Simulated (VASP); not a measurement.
# Rh (P6_3/mmc) in VASP: a series of runs, part 2 of 2

VASP 6.6.1.

## Step 4: Single point, r2SCAN

This run uses another cell than the first one, of 13.73 Å³/atom, 1.091 times its volume.

File POSCAR:

```
Rh
1.0
    2.6940693538      0.0000000000      0.0000000000
   -1.3470351702      2.3331323113      0.0000000000
    0.0000000000      0.0000000000      4.3686372171
Rh
2
Direct
    0.6666666667      0.3333333333      0.7500000000
    0.3333333333      0.6666666667      0.2500000000
```

File INCAR.step1:

```
SYSTEM = Rh
PREC = Accurate
ENCUT = 520
ISMEAR = 1
SIGMA = 0.1
LREAL = .FALSE.
LASPH = .TRUE.
NELM = 100
NBANDS = 22
GGA = PE
ALGO = Normal
EDIFF = 1E-4
LWAVE = .TRUE.
LCHARG = .FALSE.
```

File INCAR.step2:

```
SYSTEM = Rh
PREC = Accurate
ENCUT = 520
EDIFF = 1E-6
ISMEAR = 1
SIGMA = 0.1
LREAL = .FALSE.
LASPH = .TRUE.
NELM = 100
ALGO = Normal
ISIF = 2
LWAVE = .FALSE.
LCHARG = .FALSE.
METAGGA = R2SCAN
LMIXTAU = .TRUE.
NBANDS = 22
ISTART = 1
```

File KPOINTS:

```
regular mesh
0
G
  12 12 7
  0 0 0
```

Potentials or basis: VASP PAW PBE potentials, release 64 (Rh_pv).

The run is started by

```
$ cat potpaw_PBE.64/Rh_pv/POTCAR > POTCAR
$ cp INCAR.step1 INCAR
$ mpirun -np 1 vasp_std > vasp.out
$ cp INCAR.step2 INCAR
$ mpirun -np 1 vasp_std > vasp.out
```

OUTCAR:

```text
SYSTEM = Rh
   PREC = Accurate
   ENCUT = 520
   EDIFF = 1E-6
   ISMEAR = 1
   LREAL = .FALSE.
   LASPH = .TRUE.
   NELM = 100
   ISIF = 2
   METAGGA = R2SCAN
   ISTART = 1

 ion  position               nearest neighbor table
   1  0.667  0.333  0.750-   2 2.68   2 2.68   2 2.68   2 2.68   2 2.68   2 2.68
   2  0.333  0.667  0.250-   1 2.68   1 2.68   1 2.68   1 2.68   1 2.68   1 2.68

  LATTYP: Found a hexagonal cell.
 ALAT       =     2.6940693538
 C/A-ratio  =     1.6215756328

  Lattice vectors:

 A1 = (   2.6940693538,   0.0000000000,   0.0000000000)
 A2 = (  -1.3470351702,   2.3331323113,   0.0000000000)
 A3 = (   0.0000000000,   0.0000000000,   4.3686372171)

Analysis of symmetry for initial positions (statically):
=====================================================================
 Subroutine PRICEL returns:
 Original cell was already a primitive cell.

 Routine SETGRP: Setting up the symmetry group for a
 hexagonal supercell.

 Subroutine GETGRP returns: Found 24 space group operations
 (whereof 12 operations were pure point group operations)
 out of a pool of 24 trial point group operations.

The static configuration has the point symmetry D_3d.
 The point group associated with its full space group is D_6h.

Analysis of symmetry for dynamics (positions and initial velocities):
=====================================================================
 Subroutine PRICEL returns:
 Original cell was already a primitive cell.

 Routine SETGRP: Setting up the symmetry group for a
 hexagonal supercell.

 Subroutine GETGRP returns: Found 24 space group operations
 (whereof 12 operations were pure point group operations)
 out of a pool of 24 trial point group operations.

The dynamic configuration has the point symmetry D_3d.
 The point group associated with its full space group is D_6h.

[... 105 lines left out ...]
   ISYM   =      2    0-nonsym 1-usesym 2-fastsym
   POTIM  = 0.5000    time-step for ionic-motion
   TEBEG  =    0.0;   TEEND  =   0.0 temperature during run
   PSTRESS=    0.0 pullay stress
   NELECT =      30.0000    total number of electrons
   NUPDOWN=      -1.0000    fix difference up-down
   EMIN   =  10.00;   EMAX   =-10.00  energy-range for DOS
   EFERMI =   0.00;   METHOD = LEGACY
   ISMEAR =     1;   SIGMA  =   0.10  broadening in eV -4-tet -1-fermi 0-gaus
   EFERMI_NEDOS =   21; number of points for ismear=-14 and -15
   IALGO  =     38    algorithm
   IMIX   =      4    mixing-type and parameters
     AMIX     =   0.40;   BMIX     =  1.00
     AMIX_MAG =   1.60;   BMIX_MAG =  1.00
  volume/ion in A,a.u.               =      13.73        92.65
  Fermi-wavevector in a.u.,A,eV,Ry     =   1.686102  3.186271 38.680552  2.842940
  Thomas-Fermi vector in A             =   2.768827
   LORBIT       =      0    0 simple, 1 ext, 2 COOP (PROOUT), +10 PAW based schemes
   METAGGA = R2SCAN    functional components
   LHFCALC =     F    Hartree Fock is set to
   AEXX    =    0.0000 exact exchange contribution
   IVDW    =     0    specifies the selected vdW correction
   LEPSILON=     F    determine dielectric tensor
   LRPA    =     F    only Hartree local field effects (RPA)
 non-spin polarized calculation
 Methfessel and Paxton  Order N= 1 SIGMA  =   0.10
  energy-cutoff  :      520.00
  volume of cell :       27.46
 maximum number of plane-waves:       762
 NGX is ok and might be reduce to    20
   NGX =  9   NGY =  9   NGZ = 17

 number of electron      30.0000008 magnetization

 Free energy of the ion-electron system (eV)
  ---------------------------------------------------
  ext. energy  EPLUGINS =         0.00000000
  ---------------------------------------------------
  free energy    TOTEN  =       -48.18110515 eV

  energy without entropy =      -48.17919418  energy(sigma->0) =      -48.18046816

 E-fermi :  11.8912     XC(G=0): -15.2183

 val. band max:       11.8840927168   @ k =   0.4167   0.0000   0.2857
 cond. band min:      11.8928307160   @ k =   0.0833  -0.0000   0.4286
 fundamental gap:      0.0087379992
 Fermi energy:        11.8912306420

 k-point     1 :       0.0000    0.0000    0.0000
  band No.  band energies     occupation
      1     -36.8245      2.00000
      2     -36.1230      2.00000
      3     -36.1230      2.00000
      4     -36.0197      2.00000
      5     -36.0091      2.00000
      6     -36.0091      2.00000
[... 589 lines left out ...]
     21      28.1096      0.00000
     22      28.2496      0.00000

 [... further k-points ...]
[... 5 lines left out ...]
  --------------------------------------------------------------------------------------
  -------------------------------------------------------------------------------------
  Total        0.3094894      0.3094894      0.3365941     -0.0000001     -0.0000000      0.0000000
  in kB       18.0576921     18.0576892     19.6391652     -0.0000038     -0.0000000      0.0000000
  external PRESSURE =      18.5848488 kB  Pullay stress =       0.0000000 kB

 VOLUME and BASIS-vectors are now :
 -----------------------------------------------------------------------------
  energy-cutoff  :      520.00
  volume of cell :       27.46
      direct lattice vectors                 reciprocal lattice vectors
     2.694069354  0.000000000  0.000000000     0.371185693  0.214304256  0.000000000
    -1.347035170  2.333132311  0.000000000     0.000000000  0.428608354  0.000000000
     0.000000000  0.000000000  4.368637217     0.000000000  0.000000000  0.228904336

 POSITION                                       TOTAL-FORCE (eV/Angst)
 -----------------------------------------------------------------------------------
      1.34703      0.77771      3.27648        -0.000000      0.000000      0.000000
     -0.00000      1.55542      1.09216         0.000000     -0.000000      0.000000
 -----------------------------------------------------------------------------------
    total drift:                               -0.000000      0.000000     -0.000000

  FREE ENERGIE OF THE ION-ELECTRON SYSTEM (eV)
  ---------------------------------------------------
  free  energy   TOTEN  =       -48.1811051457 eV

  energy  without entropy=      -48.1791941815  energy(sigma->0) =      -48.18046816
```

OUTCAR.step1:

```text
SYSTEM = Rh
   PREC = Accurate
   ENCUT = 520
   ISMEAR = 1
   LREAL = .FALSE.
   LASPH = .TRUE.
[... 825 lines left out ...]
      1.34703      0.77771      3.27648         0.000000      0.000000      0.000000
     -0.00000      1.55542      1.09216        -0.000000      0.000000      0.000000
 -----------------------------------------------------------------------------------
    total drift:                               -0.000000      0.000000     -0.000000

  FREE ENERGIE OF THE ION-ELECTRON SYSTEM (eV)
  ---------------------------------------------------
  free  energy   TOTEN  =       -14.4246515528 eV

  energy  without entropy=      -14.4230364448  energy(sigma->0) =      -14.42411318
```

It took 88 s on 1 thread of Intel Xeon 6975P-C (Granite Rapids), shared host; peak memory 0.16 GiB.

Results:

* Free energy: -48.1811 eV
* Pressure: 1.9 GPa
* Band gap on the k mesh: zero (band 15 reaches 12.49 eV, above the bottom of band 16 at 10.02 eV)

Caveat: the PAW data sets were made with another functional, which shifts forces and pressure a little.

## Step 5: Summary

| cell | gap on the mesh (eV) | pressure (GPa) |
| --- | --- | --- |
| a = 2.617, b = 2.617, c = 4.244 Å, angles 90.0, 90.0, 120.0°, 2 atoms | none | 33.3 |
| a = 2.656, b = 2.656, c = 4.307 Å, angles 90.0, 90.0, 120.0°, 2 atoms | none | 15.6 |
| a = 2.694, b = 2.694, c = 4.369 Å, angles 90.0, 90.0, 120.0°, 2 atoms | none | 1.9 |

Alike in all rows: task single point; level r2SCAN; potentials or basis VASP PAW PBE potentials, release 64 (Rh_pv); no spin polarisation; k mesh 12 × 12 × 7; cutoff (eV) 520; smearing methfessel-paxton 0.1 eV.

Caveats: the PAW data sets were made with another functional, which shifts forces and pressure a little.

Total energies depend on the potentials used, so only differences within one code and one set of settings carry meaning.
